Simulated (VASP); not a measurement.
Input of a VASP 6.6.1 run:

File INCAR:

```
PREC = Accurate
ENCUT = 520
EDIFF = 1E-6
ISMEAR = 0
SIGMA = 0.15
LREAL = False
LASPH = True
NELM = 80
ALGO = Fast
ISIF = 2
LWAVE = False
LCHARG = False
GGA = PS
NBANDS = 14
```

The input KPOINTS:

```
regular mesh
0
Gamma
  22 22 22
```

POSCAR

```
TiAl
1.0
    3.5432007219      0.0000000000      0.0000000000
    0.0000000000      3.5432007219      0.0000000000
    0.0000000000      0.0000000000      2.5050429104
Ti Al
1 1
Direct
    0.0000000000      0.0000000000      0.0000000000
    0.5000000000      0.5000000000      0.5000000000
```

Potentials or basis: VASP PAW PBE potentials, release 64 (Ti_sv, Al).

Command:

```bash
$ cat potpaw_PBE.64/Ti_sv/POTCAR potpaw_PBE.64/Al/POTCAR > POTCAR
$ mpirun -np 1 vasp_std > vasp.out
```

Task: What does it give for the pressure?

Result: 4.3 GPa.

Task: Predict the band gap on the k mesh.

Result: Zero (an odd number of electrons rules out a gap without spin polarisation).

Stress tensor (GPa, compression positive):
```
-2.70  0.00  0.00
 0.00 -2.70  0.00
 0.00  0.00 18.41
```

Caveat: the cell stands under pressure; the PAW data sets were made with another functional, which shifts forces and pressure a little.
